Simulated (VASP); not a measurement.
# Nd2H3 in VASP: notebook

Nd2H3 is run at these levels: PBE; tasks: single point, relaxation of cell and atoms.

All numbers are computed with VASP 6.6.1; they aren't measurements. Logs are shortened: lines on timing, memory, paths and dates and some standing lists are left out, and cuts for length are marked.

## Step 1: The cell of the first run

It takes space group Cmmm (No. 65, orthorhombic). The conventional cell has a = 5.683 Å, b = 7.330 Å, c = 9.482 Å, α = 90.00°, β = 90.00°, γ = 90.00°. Nd (site symmetry mm2) has 1 H at 2.03 Å within 2.7 Å. Nd (site symmetry m2m) has 6 H at 2.32 to 2.40 Å and 3 Nd at 2.91 to 3.03 Å within 3.1 Å. H (site symmetry mmm) has 6 H at 2.84 to 3.66 Å and 4 Nd at 3.49 Å within 3.7 Å. H (site symmetry 2mm) has 3 H at 2.12 to 2.51 Å and 4 Nd at 2.34 to 2.40 Å within 2.8 Å. Within 3.1 Å of H (site symmetry mm2) lie 4 Nd at 2.32 to 3.00 Å and 3 H at 2.51 to 2.98 Å. H (site symmetry mmm) has 2 Nd at 2.03 Å within 2.7 Å.

The cell was generated, and may not be a known phase.

## Step 2: Single point, PBE

Contents of INCAR:

```
SYSTEM = Nd2H3
ALGO = Normal
EDIFF = 1E-6
ENCUT = 500
GGA = PE
GGA_COMPAT = .FALSE.
ISIF = 2
ISMEAR = 0
LASPH = .TRUE.
LCHARG = .FALSE.
LMAXMIX = 6
LREAL = .FALSE.
LWAVE = .FALSE.
NBANDS = 36
NELM = 200
PREC = Accurate
SIGMA = 0.2
```

Contents of KPOINTS:

```
k-points
0
G
  4 4 2
  0 0 0
```

Contents of POSCAR:

```
Nd2H3
1.0
    3.6647532964     -2.8416377115      0.0000000000
    3.6647532964      2.8416377115      0.0000000000
    0.0000000000      0.0000000000      9.4822017570
Nd H
4 6
Direct
    0.5000000000      0.5000000000      0.2139357890
    0.5000000000      0.5000000000      0.7860642110
    0.7936408789      0.7936408789      0.5000000000
    0.2063591211      0.2063591211      0.5000000000
    0.0000000000      0.0000000000      0.0000000000
    0.6865247457      0.3134752543      0.5000000000
    0.3134752543      0.6865247457      0.5000000000
    0.0000000000      0.0000000000      0.6860264729
    0.0000000000      0.0000000000      0.3139735271
    0.5000000000      0.5000000000      0.0000000000
```

Potentials or basis: VASP PAW PBE potentials, release 64 (Nd_3, H), 4f in core.

The run is started by

```bash
$ cat potpaw_PBE.64/Nd_3/POTCAR potpaw_PBE.64/H/POTCAR > POTCAR
$ mpirun -np 1 vasp_std > vasp.out
```

OUTCAR:

```text
SYSTEM = Nd2H3
   EDIFF = 1E-6
   ENCUT = 500
   GGA = PE
   ISIF = 2
   ISMEAR = 0
   LASPH = .TRUE.
   LREAL = .FALSE.
   NELM = 200
   PREC = Accurate

 ion  position               nearest neighbor table
   1  0.500  0.500  0.214-  10 2.03   4 3.46   3 3.46
   2  0.500  0.500  0.786-  10 2.03   4 3.46   3 3.46
   3  0.794  0.794  0.500-   8 2.32   9 2.32   7 2.34   6 2.34   4 2.91   4 2.91   4 3.03   2 3.46
                             1 3.46
   4  0.206  0.206  0.500-   8 2.32   9 2.32   7 2.34   6 2.34   3 2.91   3 2.91   3 3.03   2 3.46
                             1 3.46
   5  0.000  0.000  0.000-
   6  0.687  0.313  0.500-   4 2.34   3 2.34
   7  0.313  0.687  0.500-   4 2.34   3 2.34
   8  0.000  0.000  0.686-   3 2.32   4 2.32
   9  0.000  0.000  0.314-   3 2.32   4 2.32
  10  0.500  0.500  0.000-   1 2.03   2 2.03

  LATTYP: Found a base centered orthorhombic cell.
 ALAT       =     5.6832754230
 B/A-ratio  =     1.2896623949
 C/A-ratio  =     1.6684395971

  Lattice vectors:

 A1 = (  -3.6647532964,  -2.8416377115,   0.0000000000)
 A2 = (   3.6647532964,  -2.8416377115,   0.0000000000)
 A3 = (   0.0000000000,   0.0000000000,   9.4822017570)

Analysis of symmetry for initial positions (statically):
=====================================================================
 Subroutine PRICEL returns:
 Original cell was already a primitive cell.

 Routine SETGRP: Setting up the symmetry group for a
 base centered orthorhombic supercell.

 Subroutine GETGRP returns: Found  8 space group operations
 (whereof  8 operations were pure point group operations)
 out of a pool of  8 trial point group operations.

The static configuration has the point symmetry D_2h.

Analysis of symmetry for dynamics (positions and initial velocities):
=====================================================================
 Subroutine PRICEL returns:
 Original cell was already a primitive cell.

 Routine SETGRP: Setting up the symmetry group for a
 base centered orthorhombic supercell.

 Subroutine GETGRP returns: Found  8 space group operations
 (whereof  8 operations were pure point group operations)
 out of a pool of  8 trial point group operations.

The dynamic configuration has the point symmetry D_2h.

 Subroutine INISYM returns: Found  8 space group operations
 (whereof  8 operations are pure point group operations),
 and found     1 'primitive' translations

----------------------------------------------------------------------------------------

                                     Primitive cell

  volume of cell :     197.4934

  direct lattice vectors                    reciprocal lattice vectors
     3.664753296 -2.841637712  0.000000000     0.136434832 -0.175954872  0.000000000
     3.664753296  2.841637712  0.000000000     0.136434832  0.175954872  0.000000000
     0.000000000  0.000000000  9.482201757     0.000000000  0.000000000  0.105460739

  length of vectors
     4.637383056  4.637383056  9.482201757     0.222653498  0.222653498  0.105460739

  position of ions in fractional coordinates (direct lattice)
     0.500000000  0.500000000  0.213935789
     0.500000000  0.500000000  0.786064211
     0.793640879  0.793640879  0.500000000
     0.206359121  0.206359121  0.500000000
     0.000000000  0.000000000  0.000000000
     0.686524746  0.313475254  0.500000000
     0.313475254  0.686524746  0.500000000
     0.000000000  0.000000000  0.686026473
     0.000000000  0.000000000  0.313973527
     0.500000000  0.500000000  0.000000000

  ion indices of the primitive-cell ions
   primitive index   ion index
                 1           1
                 2           2
                 3           3
                 4           4
                 5           5
                 6           6
                 7           7
                 8           8
                 9           9
                10          10

----------------------------------------------------------------------------------------

 KPOINTS: k-points

Automatic generation of k-mesh.
 Grid dimensions read from file:
 generate k-points for:    4    4    2

 Generating k-lattice:

  Cartesian coordinates                     Fractional coordinates (reciprocal lattice)
     0.034108708 -0.043988718  0.000000000     0.250000000  0.000000000  0.000000000
     0.034108708  0.043988718  0.000000000     0.000000000  0.250000000  0.000000000
     0.000000000  0.000000000  0.052730369     0.000000000  0.000000000  0.500000000

  Length of vectors
     0.055663375  0.055663375  0.052730369

  Shift w.r.t. Gamma in fractional coordinates (k-lattice)
     0.000000000  0.000000000  0.000000000

 Subroutine IBZKPT returns following result:
 ===========================================

 Found     14 irreducible k-points:

 Following reciprocal coordinates:
            Coordinates               Weight
  0.000000  0.000000  0.000000      1.000000
  0.250000  0.000000  0.000000      4.000000
  0.500000  0.000000  0.000000      2.000000
  0.250000  0.250000  0.000000      2.000000
  0.500000  0.250000  0.000000      4.000000
 -0.250000  0.250000  0.000000      2.000000
  0.500000  0.500000  0.000000      1.000000
  0.000000  0.000000  0.500000      1.000000
  0.250000  0.000000  0.500000      4.000000
  0.500000  0.000000  0.500000      2.000000
  0.250000  0.250000  0.500000      2.000000
  0.500000  0.250000  0.500000      4.000000
 -0.250000  0.250000  0.500000      2.000000
  0.500000  0.500000  0.500000      1.000000
   k-points           NKPTS =     14   k-points in BZ     NKDIM =     14   number of bands    NBANDS=     36
   number of dos      NEDOS =    301   number of ions     NIONS =     10
   total plane-waves  NPLWV =  90720
   dimension x,y,z NGX =    36 NGY =   36 NGZ =   70
   dimension x,y,z NGXF=    72 NGYF=   72 NGZF=  140
   ions per type =               4   6
   NGX,Y,Z   is equivalent  to a cutoff of  12.91, 12.91, 12.27 a.u.
   NGXF,Y,Z  is equivalent  to a cutoff of  25.81, 25.81, 24.55 a.u.
 SYSTEM =  Nd2H3
   PREC   = accura    normal or accurate (medium, high low for compatibility)
   ISTART =      0    job   : 0-new  1-cont  2-samecut
   ICHARG =      2    charge: 1-file 2-atom 10-const
   ISPIN  =      1    spin polarized calculation?
   LNONCOLLINEAR =      F non collinear calculations
   LSORBIT =      F    spin-orbit coupling
   LASPH  =      T    aspherical Exc in radial PAW
   ENCUT  =  500.0 eV  36.75 Ry    6.06 a.u.   8.46  8.46 17.29*2*pi/ulx,y,z
   NELM   =    200;   NELMIN=  2; NELMDL= -5     # of ELM steps
   EDIFF  = 0.1E-05   stopping-criterion for ELM
   LREAL  =      F    real-space projection
   EDIFFG = 0.1E-04   stopping-criterion for IOM
   NSW    =      0    number of steps for IOM
   IBRION =     -1    ionic relax: 0-MD 1-quasi-New 2-CG
   NFREE  =      0    steps in history (QN), initial steepest desc. (CG)
   ISIF   =      2    stress and relaxation
   ISYM   =      2    0-nonsym 1-usesym 2-fastsym
   POTIM  = 0.5000    time-step for ionic-motion
   TEBEG  =    0.0;   TEEND  =   0.0 temperature during run
   PSTRESS=    0.0 pullay stress
   NELECT =      50.0000    total number of electrons
   NUPDOWN=      -1.0000    fix difference up-down
   EMIN   =  10.00;   EMAX   =-10.00  energy-range for DOS
   EFERMI =   0.00;   METHOD = LEGACY
   ISMEAR =     0;   SIGMA  =   0.20  broadening in eV -4-tet -1-fermi 0-gaus
   EFERMI_NEDOS =   21; number of points for ismear=-14 and -15
   IALGO  =     38    algorithm
   IMIX   =      4    mixing-type and parameters
     AMIX     =   0.40;   BMIX     =  1.00
     AMIX_MAG =   1.60;   BMIX_MAG =  1.00
  volume/ion in A,a.u.               =      19.75       133.28
  Fermi-wavevector in a.u.,A,eV,Ry     =   1.035652  1.957099 14.593277  1.072576
  Thomas-Fermi vector in A             =   2.170006
   LORBIT       =      0    0 simple, 1 ext, 2 COOP (PROOUT), +10 PAW based schemes
   GGA     = PE    functional components
   LHFCALC =     F    Hartree Fock is set to
   AEXX    =    0.0000 exact exchange contribution
   IVDW    =     0    specifies the selected vdW correction
   LEPSILON=     F    determine dielectric tensor
   LRPA    =     F    only Hartree local field effects (RPA)
 non-spin polarized calculation
 Gauss-broadening in eV      SIGMA  =   0.20
  energy-cutoff  :      500.00
  volume of cell :      197.49
 maximum number of plane-waves:      5066
 NGX is ok and might be reduce to    36
   NGX = 17   NGY = 17   NGZ = 35

 number of electron      50.0000000 magnetization

 Free energy of the ion-electron system (eV)
  ---------------------------------------------------
  ext. energy  EPLUGINS =         0.00000000
  ---------------------------------------------------
  free energy    TOTEN  =       -36.87398088 eV

  energy without entropy =      -36.77966612  energy(sigma->0) =      -36.82682350

 E-fermi :   2.0700     XC(G=0):  -8.5846

 val. band max:        2.0576648261   @ k =   0.0000   0.0000   0.5000
 cond. band min:       2.1863046805   @ k =   0.5000   0.2500   0.5000
 fundamental gap:      0.1286398544
 Fermi energy:         2.0699800806

 k-point     1 :       0.0000    0.0000    0.0000
  band No.  band energies     occupation
      1     -37.1427      2.00000
      2     -37.1321      2.00000
      3     -36.1829      2.00000
      4     -35.5106      2.00000
      5     -18.6727      2.00000
      6     -18.3981      2.00000
[... 28 lines left out ...]
     35       5.0634      0.00000
     36       5.1871      0.00000

 k-point     2 :       0.2500    0.0000    0.0000
  band No.  band energies     occupation
      1     -37.1414      2.00000
      2     -37.1313      2.00000
      3     -36.0968      2.00000
      4     -35.6061      2.00000
      5     -18.4100      2.00000
      6     -18.3749      2.00000
[... 28 lines left out ...]
     35       4.6313      0.00000
     36       4.6372      0.00000
[... 427 lines left out ...]
     35       4.7050      0.00000
     36       5.0673      0.00000

 k-point    14 :       0.5000    0.5000    0.5000
  band No.  band energies     occupation
      1     -37.1375      2.00000
      2     -37.1299      2.00000
      3     -36.0063      2.00000
      4     -35.6915      2.00000
      5     -18.9314      2.00000
      6     -18.5156      2.00000
[... 28 lines left out ...]
     35       4.6413      0.00000
     36       4.9044      0.00000

------------------------ aborting loop because EDIFF is reached ----------------------------------------

  FORCE on cell =-STRESS in cart. coord.  units (eV):
  Direction    XX          YY          ZZ          XY          YZ          ZX
  --------------------------------------------------------------------------------------
  -------------------------------------------------------------------------------------
  Total        0.7679465      0.0144551      0.7747621      0.0000000      0.0000000      0.0000000
  in kB        6.2300121      0.1172677      6.2853042      0.0000000      0.0000000      0.0000000
  external PRESSURE =       4.2108613 kB  Pullay stress =       0.0000000 kB

 VOLUME and BASIS-vectors are now :
 -----------------------------------------------------------------------------
  energy-cutoff  :      500.00
  volume of cell :      197.49
      direct lattice vectors                 reciprocal lattice vectors
     3.664753296 -2.841637712  0.000000000     0.136434832 -0.175954872  0.000000000
     3.664753296  2.841637712  0.000000000     0.136434832  0.175954872  0.000000000
     0.000000000  0.000000000  9.482201757     0.000000000  0.000000000  0.105460739

 POSITION                                       TOTAL-FORCE (eV/Angst)
 -----------------------------------------------------------------------------------
      3.66475      0.00000      2.02858         0.000000     -0.000000      0.007204
      3.66475      0.00000      7.45362         0.000000     -0.000000     -0.007204
      5.81700      0.00000      4.74110         0.044235     -0.000000      0.000000
      1.51251      0.00000      4.74110        -0.044235     -0.000000      0.000000
      0.00000      0.00000      0.00000         0.000000     -0.000000      0.000000
      3.66475     -1.06007      4.74110         0.000000      0.073771      0.000000
      3.66475      1.06007      4.74110         0.000000     -0.073771      0.000000
      0.00000      0.00000      6.50504        -0.000000     -0.000000     -0.028634
      0.00000      0.00000      2.97716        -0.000000     -0.000000      0.028634
      3.66475      0.00000      0.00000         0.000000     -0.000000      0.000000
 -----------------------------------------------------------------------------------
    total drift:                                0.000000      0.000000     -0.000000

  FREE ENERGIE OF THE ION-ELECTRON SYSTEM (eV)
  ---------------------------------------------------
  free  energy   TOTEN  =       -36.8739808836 eV

  energy  without entropy=      -36.7796661227  energy(sigma->0) =      -36.82682350
```

It took 84 s on 1 thread of Intel Xeon Platinum 8488C (Sapphire Rapids), shared host; peak memory 0.32 GiB.

What came out:

```
Free energy            : -36.8740 eV
Pressure               : 0.4 GPa
Largest force          : 0.074 eV/Å
Band gap on the k mesh : zero (bands 25 and 26 overlap by 0.30 eV)
```

Forces in eV/Å, atoms in the order of the input:
```
Nd   0.000  0.000  0.007
Nd   0.000  0.000 -0.007
Nd   0.044  0.000  0.000
Nd  -0.044  0.000  0.000
H    0.000  0.000  0.000
H    0.000  0.074  0.000
H    0.000 -0.074  0.000
H    0.000  0.000 -0.029
H    0.000  0.000  0.029
H    0.000  0.000  0.000
```

Stress tensor (GPa, compression positive):
```
0.62 0.00 0.00
0.00 0.01 0.00
0.00 0.00 0.63
```

Caveat: spin-orbit coupling is left out, which moves the levels of the heavy elements; the 4f electrons are frozen in the core, so they carry no moment and show no levels.

## Step 3: Single point, PBE

This run uses another cell than the first one, of 16.78 Å³/atom.

Contents of INCAR:

```
PREC     = Accurate       # precision mode
ENCUT    = 500            # plane-wave cutoff, eV
EDIFF    = 1E-6           # SCF threshold, eV
ISMEAR   = 0              # smearing method
SIGMA    = 0.2            # smearing width, eV
LREAL    = False          # projectors in reciprocal space
LASPH    = True           # aspherical terms in the spheres
NELM     = 200            # most SCF steps
ALGO     = Normal         # electronic algorithm
ISIF     = 2              # what is computed and relaxed
LWAVE    = False          # write WAVECAR
LCHARG   = False          # write CHGCAR
GGA      = PE             # functional
NBANDS   = 36             # bands
GGA_COMPAT= False        
LMAXMIX  = 6              # l up to which the mixer works
```

Contents of KPOINTS:

```
Automatic mesh
0
Gamma
  4 4 4
```

Contents of POSCAR:

```
Nd2H3
1.0
   -3.2019204333      3.6560181250      3.5837838273
    3.2019204333     -3.6560181250      3.5837838273
    3.2019204333      3.6560181250     -3.5837838273
Nd H
4 6
Direct
    0.2499221124      0.7499981600      0.9999202724
    0.2499221124      0.2500018400      0.4999239524
    0.7500778876      0.2500018400      0.0000797276
    0.7500778876      0.7499981600      0.5000760476
    0.4983598765      0.2496445770      0.2487152996
   -0.0009292774      0.7503554230      0.2487152996
    1.0009292774      0.2496445770      0.7512847004
    0.5016401235      0.7503554230      0.7512847004
    0.0000000000      0.5000000000      0.5000000000
    0.5000000000      0.0000000000      0.5000000000
```

Potentials or basis: VASP PAW PBE potentials, release 64 (Nd_3, H), 4f in core.

The run is started by

```bash
$ cat potpaw_PBE.64/Nd_3/POTCAR potpaw_PBE.64/H/POTCAR > POTCAR
$ mpirun -np 1 vasp_std > vasp.out
```

It took 2.2 min on 1 thread of Intel Xeon Platinum 8488C (Sapphire Rapids), shared host; peak memory 0.35 GiB.

Results (log left out):

* Free energy: -40.9734 eV
* Pressure: 0.0 GPa
* Largest force: 0.008 eV/Å
* Band gap on the k mesh: zero (bands 25 and 26 overlap by 1.55 eV)

Forces on the atoms (eV/Å):
```
Nd  -0.001  0.005  0.000
Nd   0.001  0.005  0.000
Nd   0.001 -0.005  0.000
Nd  -0.001 -0.005  0.000
H    0.000  0.002  0.008
H    0.000  0.002 -0.008
H    0.000 -0.002  0.008
H    0.000 -0.002 -0.008
H    0.000  0.000  0.000
H    0.000  0.000  0.000
```

Stress tensor (GPa, compression positive):
```
 0.21  0.00  0.00
 0.00 -0.04  0.00
 0.00  0.00 -0.18
```

Levels at points of the mesh, in eV from the Fermi level:
```csv
k point,band 21,band 22,band 23,band 24,band 25,band 26,band 27,band 28,band 29,band 30
"(0.00, 0.00, 0.00)",-2.33,-2.31,-1.81,-1.68,-0.94,-0.65,0.08,0.47,1.66,1.83
"(0.50, 0.00, 0.00)",-3.42,-3.42,-0.44,-0.44,-0.28,-0.28,1.08,1.08,1.35,1.35
"(0.00, 0.50, 0.00)",-3.61,-3.61,-0.72,-0.72,0.35,0.35,1.30,1.30,1.92,1.92
"(0.50, 0.50, 0.00)",-3.73,-3.30,-0.30,0.06,0.13,0.69,0.70,0.73,1.83,2.09
"(0.50, 0.50, 0.50)",-3.17,-2.08,-1.19,-0.97,-0.53,-0.42,0.03,0.11,1.24,1.27
```

Caveat: spin-orbit coupling is left out, which moves the levels of the heavy elements; the 4f electrons are frozen in the core, so they carry no moment and show no levels. Spin polarisation is off, so any magnetic state and its effect on volume and gap are missing.

[end of part 1 of 2]

The gap in the log of VASP goes by the Fermi energy; the results here count the filled bands.